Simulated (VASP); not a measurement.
The system is NaH.

```
Na H
1.0
     3.34500    0.00000    0.00000
    -1.67250    2.89685    0.00000
     0.00000    0.00000    5.88517
Na H
2 2
Direct
  0.00000 0.00000 0.00000
  0.00000 0.00000 0.50000
  0.33333 0.66667 0.25000
  0.66667 0.33333 0.75000
```

```yaml
Program: VASP 6.6.1
Task: relaxation of cell and atoms
Functional: LDA
Potentials_or_basis: VASP PAW LDA potentials, release 64 (Na_pv, H)
Cutoff: 600 eV
k_mesh: 12 × 12 × 4
Occupations: fermi-dirac, width 0.02 eV
Spin: no spin polarisation
```

At the start: pressure -2.0 GPa; volume 14.26 Å³/atom.

Q: Where does the relaxation end?

A: Over 7 steps the energy falls by 8.4 meV/atom and the volume is 13.02 Å³/atom (-8.6 %); space group P6_3/mmc (No. 194, to 0.1 Å) before and after.

Step by step:
```tsv
step	energy change (eV)	largest force (eV/Å)	pressure (GPa)	volume (Å³)
1	0.0000	0.0000	-2.03	57.03
2	-0.0164	0.0000	-1.52	55.55
3	-0.0332	0.0000	-0.22	52.47
4	-0.0334	0.0000	0.07	52.00
5	-0.0334	0.0000	-0.03	52.12
6	-0.0335	0.0000	0.00	52.11
7	-0.0335	0.0000	0.01	52.09
```

Final structure:
```
Na H
1.0
     3.24317    0.00000    0.00000
    -1.62158    2.80867    0.00000
     0.00000    0.00000    5.71904
Na H
2 2
Direct
  0.00000 0.00000 0.00000
  0.00000 0.00000 0.50000
  0.33333 0.66667 0.25000
  0.66667 0.33333 0.75000
```
